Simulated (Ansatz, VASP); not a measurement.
## GaP: VASP beside Ansatz

```
Ga P
1.0
     3.89850    0.00000    0.00000
    -1.94925    3.37620    0.00000
     0.00000    0.00000    8.57477
Ga P
3 3
Direct
  0.00000 0.50000 0.16667
  0.50000 0.50000 0.83333
  0.50000 0.00000 0.50000
  0.50000 0.50000 0.33333
  0.50000 0.00000 0.00000
  0.00000 0.50000 0.66667
```

Alike in both runs: functional PBE; k mesh 6 × 6 × 2; occupations gaussian, width 0.1 eV; no spin polarisation.

Ansatz relaxed the structure, and its values are those at the end. VASP's run is a single point on that final structure, the one shown.

```csv
,VASP,Ansatz
version,VASP 6.6.1,Ansatz 0.2.0
potentials or method,"VASP PAW PBE potentials, release 64 (Ga_d, P), cutoff 520 eV","scalar-relativistic, plane waves, PAW"
valence electrons in the cell,54,54
```

|  | VASP | Ansatz | Ansatz less VASP |
| --- | --- | --- | --- |
| gap on the k mesh at the Fermi level (eV) | 0.24 | 0.25 | +0.005 |
| least direct gap on the mesh (eV) | 0.42 | 0.43 | +0.005 |
| pressure (GPa) | 0.0 | 0.0 | -0.03 |
